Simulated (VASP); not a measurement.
# Sc: single point with r2SCAN

Sc:

```
Sc
1.0
     0.00000    2.32454    2.32454
     2.32454    0.00000    2.32454
     2.32454    2.32454    0.00000
Sc
1
Direct
  0.00000 0.00000 0.00000
```

This isn't the form of Sc at room conditions, which is hcp.

```json
{
  "Program": "VASP 6.6.1",
  "Task": "single point",
  "Functional": "r2SCAN",
  "Potentials or basis": "VASP PAW PBE potentials, release 64 (Sc_sv)",
  "Cutoff": "550 eV",
  "k mesh": "15 × 15 × 15",
  "Occupations": "methfessel-paxton, width 0.05 eV",
  "Spin": "no spin polarisation"
}
```

| Item | Value |
| --- | --- |
| Pressure | 0.2 GPa |
| Band gap on the k mesh | zero (an odd number of electrons rules out a gap without spin polarisation) |

Levels at points of the mesh, in eV from the Fermi level:
```
           k point  band 3  band 4  band 5  band 6  band 7  band 8
(0.00, 0.00, 0.00)  -29.05  -29.05   -5.52    1.78    1.78    1.78
```

Wall time 110 s on 1 thread of Intel(R) Xeon(R) Platinum 8488C (Sapphire Rapids) (shared host), peak memory 0.18 GiB.

Caveat: the PAW data sets were made with another functional, which shifts forces and pressure a little.
